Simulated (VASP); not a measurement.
## Zr4Cl: relaxation of cell and atoms with PBE

The system is Zr4Cl.

```xyz
5
Lattice="4.8314 0.0000 0.0000 -2.4157 4.1841 0.0000 0.0000 0.0000 4.6472" Properties=species:S:1:pos:R:3 pbc="T T T"
Zr    0.0000    2.7894    2.3236
Zr    2.4157    1.3947    2.3236
Zr    0.0000    2.7894    0.0000
Zr    2.4157    1.3947    0.0000
Cl    0.0000    0.0000    0.0000
```

The cell was generated, and may not be a known phase.

```
Program                : VASP 6.6.1
Task                   : relaxation of cell and atoms
Functional             : PBE
Potentials or basis    : VASP PAW PBE potentials, release 64 (Zr_sv, Cl)
Cutoff                 : 600 eV
k mesh                 : 6 × 6 × 4
Occupations            : gaussian, width 0.1 eV
Spin                   : no spin polarisation
Dipole correction      : no
Further INCAR settings : ALGO = Normal; EDIFF = 1e-07; IBRION = 2; EDIFFG = -0.04; NSW = 90; ISIF = 3
```

```yaml
Relaxed_volume: 26.38 Å³/atom
Relaxed_cell: a = 5.189 Å, b = 5.189 Å, c = 5.655 Å, α = 90.00°, β = 90.00°, γ = 120.00°
Space_group_after_relaxing_to_0.1_Å: P6/mmm (No. 191)
Energy_gained_by_relaxing: 928.6 meV/atom
Ionic_steps: 9
Pressure_after_relaxing: -0.1 GPa
Band_gap_on_the_k_mesh: zero (an odd number of electrons rules out a gap without spin polarisation)
```

Stress tensor (GPa, compression positive):
```
-0.10  0.00  0.00
 0.00 -0.10  0.00
 0.00  0.00  0.04
```

Step by step:
| step | energy change (eV) | largest force (eV/Å) | pressure (GPa) | volume (Å³) |
| --- | --- | --- | --- | --- |
| 1 | 0.0000 | 0.0000 | 40.16 | 93.94 |
| 2 | -3.0807 | 0.0000 | -9.17 | 171.46 |
| 3 | -4.6389 | 0.0000 | -0.59 | 133.66 |
| 4 | -4.6408 | 0.0000 | -0.21 | 132.78 |
| 5 | -4.6403 | 0.0000 | 0.17 | 131.92 |
| 6 | -4.6411 | 0.0000 | 0.22 | 131.65 |
| 7 | -4.6419 | 0.0000 | 0.30 | 131.18 |
| 8 | -4.6428 | 0.0000 | 0.10 | 131.59 |
| 9 | -4.6430 | 0.0000 | -0.05 | 131.89 |

Final structure:
```yaml
crystal:
  lattice:
    - [5.18943, 0.00000, 0.00000]
    - [-2.59472, 4.49418, 0.00000]
    - [0.00000, 0.00000, 5.65509]
  atoms:
    - { symbol: Zr, position: [0.33333, 0.66667, 0.50000] }
    - { symbol: Zr, position: [0.66667, 0.33333, 0.50000] }
    - { symbol: Zr, position: [0.33333, 0.66667, 0.00000] }
    - { symbol: Zr, position: [0.66667, 0.33333, 0.00000] }
    - { symbol: Cl, position: [0.00000, 0.00000, 0.00000] }
```

Levels at points of the mesh, in eV from the Fermi level:
```csv
k point,band 24,band 25,band 26,band 27,band 28,band 29,band 30,band 31
"(0.00, 0.00, 0.00)",-1.32,-0.86,-0.34,0.21,0.21,0.65,0.65,0.89
"(0.50, 0.00, 0.00)",-1.08,-0.99,-0.41,-0.41,-0.39,-0.23,0.52,0.70
"(0.00, 0.00, 0.50)",-0.47,-0.47,-0.47,0.34,0.34,0.41,0.59,1.60
"(0.50, 0.00, 0.50)",-0.74,-0.68,-0.23,-0.04,0.02,0.10,0.82,0.90
```

Run time: 11 min on 1 thread of Oxide Virtual Turin-like Processor, with other jobs on the host, peak memory 0.24 GiB.

Caveat: the volume moved by over 15 % at a fixed basis, so the end points are rough.
